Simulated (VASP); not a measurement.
Here is a VASP 6.6.1 calculation.

File INCAR:

```
SYSTEM = Al3Au
ALGO = Normal ; EDIFF = 1E-6
ENCUT = 520 ; ISIF = 2
ISMEAR = -1 ; LASPH = .True.
LCHARG = .False. ; LREAL = .False.
LWAVE = .False. ; NBANDS = 18
NELM = 100 ; PREC = Accurate
SIGMA = 0.05
```

Contents of KPOINTS:

```
k-points
0
Gamma
  9 9 9
  0 0 0
```

POSCAR

```
Al3Au
1.0
   -2.0253330000      2.0253330000      4.0566000000
    2.0253330000     -2.0253330000      4.0566000000
    2.0253330000      2.0253330000     -4.0566000000
Au Al
1 3
Direct
    0.0000000000      0.0000000000      0.0000000000
    0.5000000000      0.5000000000      0.0000000000
    0.2500000000      0.7500000000      0.5000000000
    0.7500000000      0.2500000000      0.5000000000
```

Potentials or basis: VASP PAW LDA potentials, release 64 (Au, Al).

Run with:

```bash
$ cat potpaw_LDA.64/Au/POTCAR potpaw_LDA.64/Al/POTCAR > POTCAR
$ mpirun -np 1 vasp_std > vasp.out
```

Task: Estimate the band gap on the k mesh.

Result: Zero (bands 10 and 11 overlap by 3.19 eV).

Task: What does it give for the pressure?

Result: -4.8 GPa.

Stress tensor (GPa, compression positive):
```
-4.61  0.00  0.00
 0.00 -4.61  0.00
 0.00  0.00 -5.09
```

Caveat: the cell stands under tension; spin-orbit coupling is left out, which moves the levels of the heavy elements.
